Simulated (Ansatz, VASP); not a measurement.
## One calculation of NaI, two programs

Contents of INCAR:

```
ALGO     = Normal         # electronic algorithm
EDIFF    = 1E-6           # SCF threshold, eV
ENCUT    = 500            # plane-wave cutoff, eV
GGA      = RE             # functional
GGA_COMPAT= False        
ISIF     = 2              # what is computed and relaxed
ISMEAR   = -1             # smearing method
LASPH    = True           # aspherical terms in the spheres
LCHARG   = False          # write CHGCAR
LREAL    = False          # projectors in reciprocal space
LWAVE    = False          # write WAVECAR
NBANDS   = 14             # bands
NELM     = 120            # most SCF steps
PREC     = Accurate       # precision mode
SIGMA    = 0.1            # smearing width, eV
```

KPOINTS

```
k-points
0
Gamma
  5 5 5
```

POSCAR

```
NaI
1.0
    0.0000000000      3.2653730000      3.2653730000
    3.2653730000      0.0000000000      3.2653730000
    3.2653730000      3.2653730000      0.0000000000
Na I
1 1
Direct
    0.0000000000      0.0000000000      0.0000000000
    0.5000000000      0.5000000000      0.5000000000
```

Input for Ansatz:

```yaml
crystal:
  lattice:
    - [0.0, 3.265373, 3.265373]
    - [3.265373, 0.0, 3.265373]
    - [3.265373, 3.265373, 0.0]
  atoms:
    - { symbol: Na, position: [0.0, 0.0, 0.0] }
    - { symbol: I, position: [0.5, 0.5, 0.5] }
  symmetry: { tolerance: 0.0003 }
kpoints:
  mp_grid: { grid: [5, 5, 5], shift: [0, 0, 0] }
magnetization:
  spin_polarized: false
scf:
  occupations: { method: fermi_dirac }
  convergence: { dr2_threshold: 1.0e-08 }
hamiltonian:
  pseudopotentials: { kind: paw }
  xc: revpbe
basis:
  ecutwfc: 420
  ecutrho_ratio: 6
output:
  forces: true
  stress: true
  eigenvalues: true
  write_density: true
  write_potential: true
  elf: true
  volumetric_format: npy
```

Alike in both runs: task single point; functional revPBE; k mesh 5 × 5 × 5; no spin polarisation.

|  | VASP | Ansatz |
| --- | --- | --- |
| version | VASP 6.6.1 | Ansatz 0.2.0 |
| potentials or method | VASP PAW PBE potentials, release 64 (Na_pv, I), cutoff 500 eV | PAW plane waves |
| occupations | fermi-dirac, width 0.1 eV | fermi-dirac |
| valence electrons in the cell | 14 | 26 |

|  | VASP | Ansatz | Ansatz less VASP |
| --- | --- | --- | --- |
| gap on the k mesh at the Fermi level (eV) | 3.79 | 3.80 | +0.004 |
| pressure (GPa) | 1.0 | 1.0 | 0.00 |

VASP's potentials were made for PBE, not for revPBE. VASP's potentials hold 14 valence electrons a cell and Ansatz's 26, so a difference there can come from the potentials and not from the codes. Ansatz's warnings: stress scf threshold loose.

Neither program's run includes spin-orbit coupling.
